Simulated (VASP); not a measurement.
# CdS (Hawleyite) (F-43m) in VASP: single point with PBE

Aim: the single point of CdS (Hawleyite) with PBE.

All numbers are computed with VASP 6.6.1; they aren't measurements. Logs are shortened: lines on timing, memory, paths and dates and some standing lists are left out, and cuts for length are marked.

**1. The cell of the first run**

Symmetry: F-43m, No. 216, cubic system. The conventional cell has a = 5.833 Å, b = 5.833 Å, c = 5.833 Å, α = 90.00°, β = 90.00°, γ = 90.00°. Cd (site symmetry -43m) has 4 S at 2.53 Å within 3.3 Å. S (site symmetry -43m) has 4 Cd at 2.53 Å within 3.3 Å.

**2. Single point, PBE**

Input file INCAR:

```
SYSTEM = CdS
PREC = Accurate
ENCUT = 520
EDIFF = 1E-6
ISMEAR = 0
SIGMA = 0.01
LREAL = .FALSE.
LASPH = .TRUE.
NELM = 80
ALGO = Normal
ISIF = 2
LWAVE = .FALSE.
LCHARG = .FALSE.
GGA = PE
NBANDS = 16
```

Input file KPOINTS:

```
regular mesh
0
G
  6 6 6
  0 0 0
```

Input file POSCAR:

```
CdS
1.0
    4.1245540000      0.0000000000      0.0000000000
    2.0622770000      3.5719685433      0.0000000000
    2.0622770000      1.1906561811      3.3676842389
Cd S
1 1
Direct
    0.0000000000      0.0000000000      0.0000000000
    0.2500000000      0.2500000000      0.2500000000
```

Potentials or basis: VASP PAW PBE potentials, release 64 (Cd, S).

Command:

```
> cat potpaw_PBE.64/Cd/POTCAR potpaw_PBE.64/S/POTCAR > POTCAR
> mpirun -np 1 vasp_std > vasp.out
```

OUTCAR:

```text
SYSTEM = CdS
   PREC = Accurate
   ENCUT = 520
   EDIFF = 1E-6
   ISMEAR = 0
   LREAL = .FALSE.
   LASPH = .TRUE.
   NELM = 80
   ISIF = 2
   GGA = PE

 ion  position               nearest neighbor table
   1  0.000  0.000  0.000-   2 2.53   2 2.53   2 2.53   2 2.53
   2  0.250  0.250  0.250-   1 2.53   1 2.53   1 2.53   1 2.53

  LATTYP: Found a face centered cubic cell.
 ALAT       =     5.8330002056

  Lattice vectors:

 A1 = (   4.1245540000,   0.0000000000,   0.0000000000)
 A2 = (   2.0622770000,   3.5719685433,   0.0000000000)
 A3 = (   2.0622770000,   1.1906561811,   3.3676842389)

Analysis of symmetry for initial positions (statically):
=====================================================================
 Subroutine PRICEL returns:
 Original cell was already a primitive cell.

 Routine SETGRP: Setting up the symmetry group for a
 face centered cubic supercell.

 Subroutine GETGRP returns: Found 24 space group operations
 (whereof 24 operations were pure point group operations)
 out of a pool of 48 trial point group operations.

The static configuration has the point symmetry T_d .

Analysis of symmetry for dynamics (positions and initial velocities):
=====================================================================
 Subroutine PRICEL returns:
 Original cell was already a primitive cell.

 Routine SETGRP: Setting up the symmetry group for a
 face centered cubic supercell.

 Subroutine GETGRP returns: Found 24 space group operations
 (whereof 24 operations were pure point group operations)
 out of a pool of 48 trial point group operations.

The dynamic configuration has the point symmetry T_d .

 Subroutine INISYM returns: Found 24 space group operations
 (whereof 24 operations are pure point group operations),
 and found     1 'primitive' translations

----------------------------------------------------------------------------------------

                                     Primitive cell

  volume of cell :      49.6153

  direct lattice vectors                    reciprocal lattice vectors
     4.124554000  0.000000000  0.000000000     0.242450456 -0.139978836 -0.098979984
     2.062277000  3.571968543  0.000000000     0.000000000  0.279957673 -0.098979984
     2.062277000  1.190656181  3.367684239     0.000000000  0.000000000  0.296939953

  length of vectors
[... 71 lines left out ...]
   ENCUT  =  520.0 eV  38.22 Ry    6.18 a.u.   7.67  7.67  7.67*2*pi/ulx,y,z
   NELM   =     80;   NELMIN=  2; NELMDL= -5     # of ELM steps
   EDIFF  = 0.1E-05   stopping-criterion for ELM
   LREAL  =      F    real-space projection
   EDIFFG = 0.1E-04   stopping-criterion for IOM
   NSW    =      0    number of steps for IOM
   IBRION =     -1    ionic relax: 0-MD 1-quasi-New 2-CG
   NFREE  =      0    steps in history (QN), initial steepest desc. (CG)
   ISIF   =      2    stress and relaxation
   ISYM   =      2    0-nonsym 1-usesym 2-fastsym
   POTIM  = 0.5000    time-step for ionic-motion
   TEBEG  =    0.0;   TEEND  =   0.0 temperature during run
   PSTRESS=    0.0 pullay stress
   NELECT =      18.0000    total number of electrons
   NUPDOWN=      -1.0000    fix difference up-down
   EMIN   =  10.00;   EMAX   =-10.00  energy-range for DOS
   EFERMI =   0.00;   METHOD = LEGACY
   ISMEAR =     0;   SIGMA  =   0.01  broadening in eV -4-tet -1-fermi 0-gaus
   EFERMI_NEDOS =   21; number of points for ismear=-14 and -15
   IALGO  =     38    algorithm
   IMIX   =      4    mixing-type and parameters
     AMIX     =   0.40;   BMIX     =  1.00
     AMIX_MAG =   1.60;   BMIX_MAG =  1.00
  volume/ion in A,a.u.               =      24.81       167.41
  Fermi-wavevector in a.u.,A,eV,Ry     =   1.167599  2.206442 18.548648  1.363287
  Thomas-Fermi vector in A             =   2.304097
   LORBIT       =      0    0 simple, 1 ext, 2 COOP (PROOUT), +10 PAW based schemes
   GGA     = PE    functional components
   LHFCALC =     F    Hartree Fock is set to
   AEXX    =    0.0000 exact exchange contribution
   IVDW    =     0    specifies the selected vdW correction
   LEPSILON=     F    determine dielectric tensor
   LRPA    =     F    only Hartree local field effects (RPA)
 non-spin polarized calculation
 Gauss-broadening in eV      SIGMA  =   0.01
  energy-cutoff  :      520.00
  volume of cell :       49.62
 maximum number of plane-waves:      1363
 NGX is ok and might be reduce to    32
   NGX = 15   NGY = 15   NGZ = 15

 number of electron      18.0000004 magnetization

 Free energy of the ion-electron system (eV)
  ---------------------------------------------------
  ext. energy  EPLUGINS =         0.00000000
  ---------------------------------------------------
  free energy    TOTEN  =        -6.11905982 eV

  energy without entropy =       -6.11905982  energy(sigma->0) =       -6.11905982

 E-fermi :   1.3595     XC(G=0):  -9.1488

 val. band max:        1.3165775445   @ k =   0.0000   0.0000   0.0000
 cond. band min:       2.4652494100   @ k =   0.0000   0.0000   0.0000
 fundamental gap:      1.1486718655
 Fermi energy:         1.3594800528

 k-point     1 :       0.0000    0.0000    0.0000
  band No.  band energies     occupation
      1     -11.0530      2.00000
      2      -6.4136      2.00000
      3      -6.4136      2.00000
      4      -6.4136      2.00000
      5      -5.9339      2.00000
      6      -5.9339      2.00000
[... 281 lines left out ...]
      3      -6.1407      2.00000
      4      -6.0117      2.00000
      5      -5.8918      2.00000
      6      -5.3468      2.00000
[... 8 lines left out ...]
     15      14.5185      0.00000
     16      14.6367      0.00000

------------------------ aborting loop because EDIFF is reached ----------------------------------------

  FORCE on cell =-STRESS in cart. coord.  units (eV):
  Direction    XX          YY          ZZ          XY          YZ          ZX
  --------------------------------------------------------------------------------------
  -------------------------------------------------------------------------------------
  Total        0.9958745      0.9958745      0.9958745      0.0000000     -0.0000000     -0.0000000
  in kB       32.1587537     32.1587537     32.1587537      0.0000000     -0.0000000     -0.0000000
  external PRESSURE =      32.1587537 kB  Pullay stress =       0.0000000 kB

 VOLUME and BASIS-vectors are now :
 -----------------------------------------------------------------------------
  energy-cutoff  :      520.00
  volume of cell :       49.62
      direct lattice vectors                 reciprocal lattice vectors
     4.124554000  0.000000000  0.000000000     0.242450456 -0.139978836 -0.098979984
     2.062277000  3.571968543  0.000000000     0.000000000  0.279957673 -0.098979984
     2.062277000  1.190656181  3.367684239     0.000000000  0.000000000  0.296939953

 POSITION                                       TOTAL-FORCE (eV/Angst)
 -----------------------------------------------------------------------------------
      0.00000      0.00000      0.00000        -0.000000     -0.000000      0.000000
      2.06228      1.19066      0.84192         0.000000      0.000000     -0.000000
 -----------------------------------------------------------------------------------
    total drift:                               -0.000000     -0.000000     -0.000000

  FREE ENERGIE OF THE ION-ELECTRON SYSTEM (eV)
  ---------------------------------------------------
  free  energy   TOTEN  =        -6.1190598235 eV

  energy  without entropy=       -6.1190598235  energy(sigma->0) =       -6.11905982
```

OSZICAR:

```text
N       E                     dE             d eps       ncg     rms          rms(c)
DAV:   1     0.111774487668E+03    0.11177E+03   -0.90387E+03   520   0.102E+03
DAV:   2    -0.224167588747E+01   -0.11402E+03   -0.10802E+03   624   0.259E+02
DAV:   3    -0.663606633108E+01   -0.43944E+01   -0.43869E+01   632   0.530E+01
DAV:   4    -0.666414712079E+01   -0.28081E-01   -0.28079E-01   632   0.411E+00
DAV:   5    -0.666453791336E+01   -0.39079E-03   -0.39079E-03   648   0.457E-01    0.812E+00
DAV:   6    -0.613823049536E+01    0.52631E+00   -0.83506E-01   768   0.116E+01    0.651E+00
DAV:   7    -0.611860976317E+01    0.19621E-01   -0.19855E-01   624   0.305E+00    0.316E+00
DAV:   8    -0.611894279005E+01   -0.33303E-03   -0.18428E-02   592   0.172E+00    0.313E-01
DAV:   9    -0.611885975227E+01    0.83038E-04   -0.21363E-03   600   0.689E-01    0.602E-02
DAV:  10    -0.611898422155E+01   -0.12447E-03   -0.24456E-04   592   0.159E-01    0.669E-02
DAV:  11    -0.611906666813E+01   -0.82447E-04   -0.12590E-04   616   0.915E-02    0.214E-02
DAV:  12    -0.611905882333E+01    0.78448E-05   -0.25622E-05   680   0.672E-02    0.996E-03
DAV:  13    -0.611906016245E+01   -0.13391E-05   -0.45298E-06   600   0.127E-02    0.123E-02
DAV:  14    -0.611905982353E+01    0.33891E-06   -0.34691E-07   456   0.360E-03
   1 F= -.61190598E+01 E0= -.61190598E+01  d E =-.794927E-12
```

It took 6.2 s on 1 thread of Intel Xeon 6975P-C (Granite Rapids), shared host; peak memory 0.17 GiB.

What came out:

```
Free energy            : -6.1191 eV
Pressure               : 3.2 GPa
Band gap on the k mesh : 1.15 eV, direct
```

A hybrid or GW would open this gap; PBE tends to underestimate it.
